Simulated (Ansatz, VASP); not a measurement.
**One calculation of Be2C, two programs**

The input INCAR:

```
SYSTEM = Be2C
  PREC = Accurate
  ENCUT = 520
  EDIFF = 1E-7
  ISMEAR = -1
  SIGMA = 0.02
  LREAL = .False.
  LASPH = .True.
  NELM = 120
  ALGO = Normal
  ISIF = 2
  LWAVE = .False.
  LCHARG = .False.
  GGA = PE
  IBRION = 2
  NSW = 80
  EDIFFG = -0.02
  GGA_COMPAT = .False.
  NELMIN = 4
```

The input KPOINTS:

```
Automatic mesh
0
Gamma
  11 11 11
  0 0 0
```

Contents of POSCAR:

```
Be2C
1.0
    0.0000000000      2.1650000000      2.1650000000
    2.1650000000      0.0000000000      2.1650000000
    2.1650000000      2.1650000000      0.0000000000
Be C
2 1
Direct
    0.2500000000      0.2500000000      0.2500000000
    0.7500000000      0.7500000000      0.7500000000
    0.0000000000      0.0000000000      0.0000000000
```

Input for Ansatz:

```yaml
crystal:
  lattice:
    - [0.0, 2.165, 2.165]
    - [2.165, 0.0, 2.165]
    - [2.165, 2.165, 0.0]
  atoms:
    - { symbol: Be, position: [0.25, 0.25, 0.25] }
    - { symbol: Be, position: [0.75, 0.75, 0.75] }
    - { symbol: C, position: [0.0, 0.0, 0.0] }
kpoints:
  mp_grid: { grid: [11, 11, 11] }
scf:
  occupations: { method: fermi_dirac, width: 0.02 }
hamiltonian:
  xc: pbe
  pseudopotentials: { kind: paw }
output:
  forces: true
  stress: true
  populations: true
  efg: { quadrupole_moments_barn: { Be: 0.05288 }, contact_densities: true }
relax:
  f_tol: 0.02
  max_steps: 60
```

Alike in both runs: task relaxation of the atoms; functional PBE; k mesh 11 × 11 × 11; occupations fermi-dirac, width 0.02 eV; no spin polarisation.

|  | VASP | Ansatz |
| --- | --- | --- |
| version | VASP 6.6.1 | Ansatz 0.2.0 |
| potentials or method | VASP PAW PBE potentials, release 64 (Be, C) | plane-wave PAW, scalar-relativistic |
| plane-wave cutoff (eV) | 520 | 420 |
| valence electrons in the cell | 8 | 8 |

|  | VASP | Ansatz | Ansatz less VASP |
| --- | --- | --- | --- |
| gap on the k mesh at the Fermi level, each at its own relaxed structure (eV) | 1.25 | 1.27 | +0.013 |

Ansatz's warnings: stress scf threshold loose.

Noted on VASP's run: the relaxation stopped at its first step, so nothing moved.
